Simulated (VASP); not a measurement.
# W (Im-3m) in VASP: a series of runs

The runs below take W through single point, with PBE.

All numbers are computed with VASP 6.6.1; they aren't measurements. Logs are shortened: lines on timing, memory, paths and dates and some standing lists are left out, and cuts for length are marked.

### Step 1. The cell of the first run

The structure is cubic, space group Im-3m (No. 229). The conventional cell has a = 3.184 Å, b = 3.184 Å, c = 3.184 Å, α = 90.00°, β = 90.00°, γ = 90.00°. Within 3.6 Å of W (site symmetry m-3m) lie 14 W at 2.76 to 3.18 Å.

### Step 2. Single point, PBE

INCAR reads:

```
PREC = Accurate
ENCUT = 520
EDIFF = 1E-6
ISMEAR = 0
SIGMA = 0.1
LREAL = False
LASPH = True
NELM = 80
ALGO = Normal
ISIF = 2
LWAVE = False
LCHARG = False
GGA = PE
NBANDS = 13
```

KPOINTS reads:

```
Automatic mesh
0
Gamma
  18 18 18
```

POSCAR reads:

```
W
1.0
   -1.5917776926      1.5917776926      1.5917776926
    1.5917776926     -1.5917776926      1.5917776926
    1.5917776926      1.5917776926     -1.5917776926
W
1
Direct
    0.0000000000      0.0000000000      0.0000000000
```

Potentials or basis: VASP PAW PBE potentials, release 64 (W_sv).

Launch:

```
> cat potpaw_PBE.64/W_sv/POTCAR > POTCAR
> mpirun -np 1 vasp_std > vasp.out
```

OUTCAR:

```text
PREC = Accurate
   ENCUT = 520
   EDIFF = 1E-6
   ISMEAR = 0
   LREAL = False
   LASPH = True
   NELM = 80
   ISIF = 2
   GGA = PE

 ion  position               nearest neighbor table
   1  0.000  0.000  0.000-

  LATTYP: Found a body centered cubic cell.
 ALAT       =     3.1835553852

  Lattice vectors:

 A1 = (  -1.5917776926,   1.5917776926,   1.5917776926)
 A2 = (   1.5917776926,  -1.5917776926,   1.5917776926)
 A3 = (   1.5917776926,   1.5917776926,  -1.5917776926)

Analysis of symmetry for initial positions (statically):
=====================================================================
 Subroutine PRICEL returns:
 Original cell was already a primitive cell.

 Routine SETGRP: Setting up the symmetry group for a
 body centered cubic supercell.

 Subroutine GETGRP returns: Found 48 space group operations
 (whereof 48 operations were pure point group operations)
 out of a pool of 48 trial point group operations.

The static configuration has the point symmetry O_h .

Analysis of symmetry for dynamics (positions and initial velocities):
=====================================================================
 Subroutine PRICEL returns:
 Original cell was already a primitive cell.

 Routine SETGRP: Setting up the symmetry group for a
 body centered cubic supercell.

 Subroutine GETGRP returns: Found 48 space group operations
 (whereof 48 operations were pure point group operations)
 out of a pool of 48 trial point group operations.

The dynamic configuration has the point symmetry O_h .

 Subroutine INISYM returns: Found 48 space group operations
 (whereof 48 operations are pure point group operations),
 and found     1 'primitive' translations

----------------------------------------------------------------------------------------

                                     Primitive cell

  volume of cell :      16.1327

  direct lattice vectors                    reciprocal lattice vectors
    -1.591777693  1.591777693  1.591777693     0.000000000  0.314114215  0.314114215
     1.591777693 -1.591777693  1.591777693     0.314114215  0.000000000  0.314114215
     1.591777693  1.591777693 -1.591777693     0.314114215  0.314114215  0.000000000

  length of vectors
     2.757039838  2.757039838  2.757039838     0.444224583  0.444224583  0.444224583

[... 77 lines left out ...]
   NELM   =     80;   NELMIN=  2; NELMDL= -5     # of ELM steps
   EDIFF  = 0.1E-05   stopping-criterion for ELM
   LREAL  =      F    real-space projection
   EDIFFG = 0.1E-04   stopping-criterion for IOM
   NSW    =      0    number of steps for IOM
   IBRION =     -1    ionic relax: 0-MD 1-quasi-New 2-CG
   NFREE  =      0    steps in history (QN), initial steepest desc. (CG)
   ISIF   =      2    stress and relaxation
   ISYM   =      2    0-nonsym 1-usesym 2-fastsym
   POTIM  = 0.5000    time-step for ionic-motion
   TEBEG  =    0.0;   TEEND  =   0.0 temperature during run
   PSTRESS=    0.0 pullay stress
   NELECT =      14.0000    total number of electrons
   NUPDOWN=      -1.0000    fix difference up-down
   EMIN   =  10.00;   EMAX   =-10.00  energy-range for DOS
   EFERMI =   0.00;   METHOD = LEGACY
   ISMEAR =     0;   SIGMA  =   0.10  broadening in eV -4-tet -1-fermi 0-gaus
   EFERMI_NEDOS =   21; number of points for ismear=-14 and -15
   IALGO  =     38    algorithm
   IMIX   =      4    mixing-type and parameters
     AMIX     =   0.40;   BMIX     =  1.00
     AMIX_MAG =   1.60;   BMIX_MAG =  1.00
  volume/ion in A,a.u.               =      16.13       108.87
  Fermi-wavevector in a.u.,A,eV,Ry     =   1.561523  2.950851 33.175828  2.438355
  Thomas-Fermi vector in A             =   2.664576
   LORBIT       =      0    0 simple, 1 ext, 2 COOP (PROOUT), +10 PAW based schemes
   GGA     = PE    functional components
   LHFCALC =     F    Hartree Fock is set to
   AEXX    =    0.0000 exact exchange contribution
   IVDW    =     0    specifies the selected vdW correction
   LEPSILON=     F    determine dielectric tensor
   LRPA    =     F    only Hartree local field effects (RPA)
 non-spin polarized calculation
 Gauss-broadening in eV      SIGMA  =   0.10
  energy-cutoff  :      520.00
  volume of cell :       16.13
 maximum number of plane-waves:       466
 NGX is ok and might be reduce to    24
   NGX = 11   NGY = 11   NGZ = 11

 number of electron      14.0000002 magnetization

 Free energy of the ion-electron system (eV)
  ---------------------------------------------------
  ext. energy  EPLUGINS =         0.00000000
  ---------------------------------------------------
  free energy    TOTEN  =       -12.95114103 eV

  energy without entropy =      -12.94756928  energy(sigma->0) =      -12.94935516

 E-fermi :  11.1895     XC(G=0): -13.5408

 val. band max:       11.1854301979   @ k =  -0.2778   0.3333   0.2222
 cond. band min:      11.2016917355   @ k =   0.5000   0.5000   0.2222
 fundamental gap:      0.0162615377
 Fermi energy:        11.1895449341

 k-point     1 :       0.0000    0.0000    0.0000
  band No.  band energies     occupation
      1     -63.0110      2.00000
      2     -26.5986      2.00000
      3     -26.5986      2.00000
      4     -26.5986      2.00000
      5       1.6510      2.00000
      6       9.9934      2.00000
      7       9.9934      2.00000
      8       9.9934      2.00000
      9      13.4129      0.00000
     10      13.4129      0.00000
     11      25.6672      0.00000
     12      25.6672      0.00000
     13      25.6672      0.00000
[... 354 lines left out ...]
  band No.  band energies     occupation
      1     -62.8868      2.00000
      2     -27.7387      2.00000
      3     -27.0276      2.00000
      4     -26.6586      2.00000
      5       5.4563      2.00000
      6       7.8560      2.00000
      7      10.5774      2.00000
      8      13.1789      0.00000
      9      14.4734      0.00000
     10      17.4669      0.00000
     11      21.8670      0.00000
     12      23.6676      0.00000
     13      27.7500      0.00000

 [... further k-points ...]
[... 5 lines left out ...]
  --------------------------------------------------------------------------------------
  -------------------------------------------------------------------------------------
  Total        0.0487203      0.0487203      0.0487203      0.0000000      0.0000000      0.0000000
  in kB        4.8385272      4.8385272      4.8385272      0.0000000      0.0000000      0.0000000
  external PRESSURE =       4.8385272 kB  Pullay stress =       0.0000000 kB

 VOLUME and BASIS-vectors are now :
 -----------------------------------------------------------------------------
  energy-cutoff  :      520.00
  volume of cell :       16.13
      direct lattice vectors                 reciprocal lattice vectors
    -1.591777693  1.591777693  1.591777693     0.000000000  0.314114215  0.314114215
     1.591777693 -1.591777693  1.591777693     0.314114215  0.000000000  0.314114215
     1.591777693  1.591777693 -1.591777693     0.314114215  0.314114215  0.000000000

 POSITION                                       TOTAL-FORCE (eV/Angst)
 -----------------------------------------------------------------------------------
      0.00000      0.00000      0.00000        -0.000000      0.000000      0.000000
 -----------------------------------------------------------------------------------
    total drift:                               -0.000000      0.000000      0.000000

  FREE ENERGIE OF THE ION-ELECTRON SYSTEM (eV)
  ---------------------------------------------------
  free  energy   TOTEN  =       -12.9511410337 eV

  energy  without entropy=      -12.9475692815  energy(sigma->0) =      -12.94935516
```

stdout:

```text
POSCAR found type information on POSCAR W
 POSCAR found :  1 types and       1 ions
 scaLAPACK will be used
 LDA part: xc-table for (Slater+PW92), standard interpolation
 POSCAR, INCAR and KPOINTS ok, starting setup
 FFT: planning ... GRIDC
 FFT: planning ... GRID_SOFT
 FFT: planning ... GRID
 WAVECAR not read
 entering main loop
```

Run time: 20 s. Hardware: 1 thread of AMD EPYC 9R45 (Zen 5), shared host; peak memory 0.14 GiB.

Results:

* Free energy: -12.9511 eV
* Pressure: 0.5 GPa
* Band gap on the k mesh: zero (band 7 reaches 16.23 eV, above the bottom of band 8 at 9.99 eV)

Caveat: spin-orbit coupling is left out, which moves the levels of the heavy elements.

### Step 3. Single point, PBE

This run uses another cell than the first one, of 15.85 Å³/atom, 0.982 times its volume.

INCAR reads:

```
PREC = Accurate ; ENCUT = 520
EDIFF = 1E-6 ; ISMEAR = 0
SIGMA = 0.1 ; LREAL = F
LASPH = T ; NELM = 100
ALGO = Normal ; ISIF = 2
LWAVE = F ; LCHARG = F
GGA = PE ; NBANDS = 13
```

KPOINTS reads:

```
regular mesh
0
Gamma
  8 8 8
```

POSCAR reads:

```
W
1.0
   -1.5823450000      1.5823450000      1.5823450000
    1.5823450000     -1.5823450000      1.5823450000
    1.5823450000      1.5823450000     -1.5823450000
W
1
Direct
    0.0000000000      0.0000000000      0.0000000000
```

Potentials or basis: VASP PAW PBE potentials, release 64 (W_sv).

Launch:

```
> cat potpaw_PBE.64/W_sv/POTCAR > POTCAR
> mpirun -np 1 vasp_std > vasp.out
```

Wall time 4.4 s (1 thread of Intel Xeon Platinum 8259CL at 2.50GHz (Skylake/Cascade Lake), shared host); peak memory 0.12 GiB.

Results (log left out):

```yaml
Free_energy: -12.9492 eV
Pressure: 6.6 GPa
Band_gap_on_the_k_mesh: zero (band 7 reaches 16.62 eV, above the bottom of band 8 at 10.22 eV)
```

Levels at points of the mesh, in eV from the Fermi level:
```
           k point  band 5  band 6  band 7  band 8  band 9  band 10
(0.00, 0.00, 0.00)   -9.42   -1.01   -1.01   -1.01    2.48     2.48
(0.50, 0.00, 0.00)   -6.06   -3.35    0.90    2.38    3.36     6.38
(0.50, 0.50, 0.50)   -5.62   -5.62    5.39    5.39    5.39     8.47
```

Caveat: spin-orbit coupling is left out, which moves the levels of the heavy elements.

### Step 4. Single point, PBE

INCAR reads:

```
PREC = Accurate
ENCUT = 520
EDIFF = 1E-6
ISMEAR = 0
SIGMA = 0.1
LREAL = False
LASPH = True
NELM = 80
ALGO = Normal
ISIF = 2
LWAVE = False
LCHARG = False
GGA = PE
NBANDS = 13
```

KPOINTS reads:

```
Automatic mesh
0
Gamma
  18 18 18
```

POSCAR reads:

```
W
1.0
   -1.5917776929      1.5917776929      1.5917776929
    1.5917776929     -1.5917776929      1.5917776929
    1.5917776929      1.5917776929     -1.5917776929
W
1
Direct
    0.0000000000      0.0000000000      0.0000000000
```

Potentials or basis: VASP PAW PBE potentials, release 64 (W_sv).

Launch:

```
> cat potpaw_PBE.64/W_sv/POTCAR > POTCAR
> mpirun -np 1 vasp_std > vasp.out
```

OUTCAR:

```text
PREC = Accurate
   ENCUT = 520
   EDIFF = 1E-6
   ISMEAR = 0
   LREAL = False
   LASPH = True
   NELM = 80
   ISIF = 2
   GGA = PE

 ion  position               nearest neighbor table
   1  0.000  0.000  0.000-

  LATTYP: Found a body centered cubic cell.
 ALAT       =     3.1835553858

  Lattice vectors:

 A1 = (  -1.5917776929,   1.5917776929,   1.5917776929)
 A2 = (   1.5917776929,  -1.5917776929,   1.5917776929)
 A3 = (   1.5917776929,   1.5917776929,  -1.5917776929)

[... 553 lines left out ...]
      4     -26.6586      2.00000
      5       5.4563      2.00000
      6       7.8560      2.00000
      7      10.5774      2.00000
      8      13.1789      0.00000
      9      14.4734      0.00000
     10      17.4669      0.00000
     11      21.8670      0.00000
     12      23.6676      0.00000
     13      27.7500      0.00000

 [... further k-points ...]
[... 5 lines left out ...]
  --------------------------------------------------------------------------------------
  -------------------------------------------------------------------------------------
  Total        0.0487202      0.0487202      0.0487202      0.0000000     -0.0000000      0.0000000
  in kB        4.8385215      4.8385215      4.8385215      0.0000000     -0.0000000      0.0000000
  external PRESSURE =       4.8385215 kB  Pullay stress =       0.0000000 kB

 VOLUME and BASIS-vectors are now :
 -----------------------------------------------------------------------------
  energy-cutoff  :      520.00
  volume of cell :       16.13
      direct lattice vectors                 reciprocal lattice vectors
    -1.591777693  1.591777693  1.591777693     0.000000000  0.314114215  0.314114215
     1.591777693 -1.591777693  1.591777693     0.314114215  0.000000000  0.314114215
     1.591777693  1.591777693 -1.591777693     0.314114215  0.314114215  0.000000000

 POSITION                                       TOTAL-FORCE (eV/Angst)
 -----------------------------------------------------------------------------------
      0.00000      0.00000      0.00000        -0.000000     -0.000000     -0.000000
 -----------------------------------------------------------------------------------
    total drift:                                0.000000      0.000000      0.000000

  FREE ENERGIE OF THE ION-ELECTRON SYSTEM (eV)
  ---------------------------------------------------
  free  energy   TOTEN  =       -12.9511410340 eV

  energy  without entropy=      -12.9475692818  energy(sigma->0) =      -12.94935516
```

OSZICAR:

```text
N       E                     dE             d eps       ncg     rms          rms(c)
DAV:   1     0.837993329466E+02    0.83799E+02   -0.75070E+03  5120   0.122E+03
DAV:   2    -0.119670394529E+02   -0.95766E+02   -0.92113E+02  5715   0.315E+02
DAV:   3    -0.135767577737E+02   -0.16097E+01   -0.16036E+01  5570   0.395E+01
DAV:   4    -0.135833454491E+02   -0.65877E-02   -0.65876E-02  5580   0.278E+00
DAV:   5    -0.135834015590E+02   -0.56110E-04   -0.56108E-04  5640   0.242E-01    0.203E+01
DAV:   6    -0.130820348711E+02    0.50137E+00   -0.42438E-01  5250   0.870E+00    0.799E+00
DAV:   7    -0.129549902787E+02    0.12704E+00   -0.21820E-01  5635   0.593E+00    0.674E-01
DAV:   8    -0.129512144333E+02    0.37758E-02   -0.45114E-03  5135   0.880E-01    0.982E-02
DAV:   9    -0.129511481673E+02    0.66266E-04   -0.13405E-04  5795   0.146E-01    0.424E-02
DAV:  10    -0.129511406486E+02    0.75187E-05   -0.18457E-05  5340   0.589E-02    0.137E-03
DAV:  11    -0.129511410340E+02   -0.38536E-06   -0.36720E-07  3645   0.767E-03
   1 F= -.12951141E+02 E0= -.12949355E+02  d E =-.357175E-02
```

Run time: 21 s. Hardware: 1 thread of Intel Xeon Platinum 8259CL at 2.50GHz (Skylake/Cascade Lake), shared host; peak memory 0.17 GiB.

Results:

* Free energy: -12.9511 eV
* Pressure: 0.5 GPa
* Band gap on the k mesh: zero (band 7 reaches 16.23 eV, above the bottom of band 8 at 9.99 eV)

Caveat: spin-orbit coupling is left out, which moves the levels of the heavy elements.
